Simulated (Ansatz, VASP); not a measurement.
# One calculation of HfO2, two programs

```
Hf O
1.0
     0.00000    2.52916    2.52916
     2.41535    0.00000    2.52916
     2.41535    2.52916    0.00000
Hf O
1 2
Cartesian
  0.0000 0.0000 0.0000
  1.2077 1.2646 1.2646
  3.6230 3.7937 3.7937
```

Change from the starting cell: strain -0.0450 x Voigt [1, 0, 0, 0, 0, 0], atoms carried along.

Alike in both runs: task single point; functional r2SCAN; k mesh 8 × 8 × 8; occupations gaussian, width 0.05 eV; no spin polarisation.

|  | VASP | Ansatz |
| --- | --- | --- |
| version | VASP 6.6.1 | Ansatz 0.2.0 |
| potentials or method | VASP PAW PBE potentials, release 64 (Hf_pv, O), cutoff 520 eV | scalar-relativistic, plane waves, PAW |
| valence electrons in the cell | 22 | 38 |

|  | VASP | Ansatz | Ansatz less VASP |
| --- | --- | --- | --- |
| gap on the k mesh at the Fermi level (eV) | 3.88 | 3.88 | -0.006 |
| least direct gap on the mesh (eV) | 4.03 | 4.01 | -0.015 |
| pressure (GPa) | 9.4 | 13.9 | +4.42 |
| traceless stress, the component that is largest in VASP (GPa) | 16.29 | 16.00 | -0.291 |

VASP's potentials were made for PBE, not for r2SCAN. One of these differences is far larger than is usual between the two programs; its cause wasn't traced. VASP's potentials hold 22 valence electrons a cell and Ansatz's 38, so a difference there can come from the potentials and not from the codes.

Spin-orbit coupling is off throughout.
